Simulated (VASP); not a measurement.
Here is a VASP 6.6.1 calculation.

POSCAR

```
Bi
1.0
    2.2675000000      1.3091417354      3.9380000000
   -2.2675000000      1.3091417354      3.9380000000
    0.0000000000     -2.6182834708      3.9380000000
Bi
2
Direct
    0.7660000000      0.7660000000      0.7660000000
    0.2340000000      0.2340000000      0.2340000000
```

File INCAR.step1:

```
PREC     = Accurate       # precision mode
ENCUT    = 520            # plane-wave cutoff, eV
ISMEAR   = -1             # smearing method
SIGMA    = 0.01           # smearing width, eV
LREAL    = F              # projectors in reciprocal space
LASPH    = T              # aspherical terms in the spheres
NELM     = 100            # most SCF steps
NBANDS   = 22             # bands
GGA      = PE             # functional
ALGO     = Normal         # electronic algorithm
EDIFF    = 1E-4           # SCF threshold, eV
LWAVE    = T              # write WAVECAR
LCHARG   = F              # write CHGCAR
```

INCAR.step2

```
PREC     = Accurate       # precision mode
ENCUT    = 520            # plane-wave cutoff, eV
EDIFF    = 1E-6           # SCF threshold, eV
ISMEAR   = -1             # smearing method
SIGMA    = 0.01           # smearing width, eV
LREAL    = F              # projectors in reciprocal space
LASPH    = T              # aspherical terms in the spheres
NELM     = 100            # most SCF steps
ALGO     = Normal         # electronic algorithm
ISIF     = 2              # what is computed and relaxed
LWAVE    = F              # write WAVECAR
LCHARG   = F              # write CHGCAR
METAGGA  = R2SCAN         # meta-GGA
LMIXTAU  = T            
LUSE_VDW = T            
IVDW_NL  = 2            
BPARAM   = 11.95        
CPARAM   = 0.0093       
NBANDS   = 22             # bands
ISTART   = 1
```

The input KPOINTS:

```
regular mesh
0
Gamma
  7 7 7
```

Potentials or basis: VASP PAW PBE potentials, release 64 (Bi_d).

Launch:

```console
$ cat potpaw_PBE.64/Bi_d/POTCAR > POTCAR
$ cp INCAR.step1 INCAR
$ mpirun -np 1 vasp_std > vasp.out
$ cp INCAR.step2 INCAR
$ mpirun -np 1 vasp_std > vasp.out
```

What does it give for the largest force?

0.052 eV/Å.

Predict the pressure.

0.4 GPa.

Stress tensor (GPa, compression positive):
```
0.32 0.00 0.00
0.00 0.32 0.00
0.00 0.00 0.46
```

Caveat: the PAW data sets were made with another functional, which shifts forces and pressure a little.
